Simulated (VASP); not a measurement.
Crystal: NaI.

```
Na I
1.0
    -0.29082    3.44300    3.44300
     3.44300   -0.29082    3.44300
     3.44300    3.44300   -0.29082
Na I
1 1
Cartesian
  -0.0676 -0.0676 -0.0676
  1.7164 1.7164 1.7164
```

This cell differs from its parent crystal: epitaxial 111 strain +5.4%.

Base run:

| Item | Value |
| --- | --- |
| Program | VASP 6.6.1 |
| Functional | r2SCAN |
| Potentials or basis | VASP PAW PBE potentials, release 64 (Na_pv, I) |
| Cutoff | 520 eV |
| k mesh | 6 × 6 × 6 |
| Occupations | gaussian, width 0.01 eV |
| Spin | no spin polarisation |

Its results: band gap on the k mesh 4.09 eV; pressure -0.5 GPa; largest force 0.007 eV/Å.

Task: The run is repeated on the same cell with these changes: functional from r2SCAN to HSE06; k mesh from 6 × 6 × 6 to 4 × 4 × 4. What comes out?

Result: Band gap on the k mesh 4.46 eV; pressure -0.3 GPa; largest force 0.004 eV/Å.

Several settings changed at once.

Caveats: the PAW data sets were made with another functional, which shifts forces and pressure a little; spin-orbit coupling is left out, which moves the levels of the heavy elements.

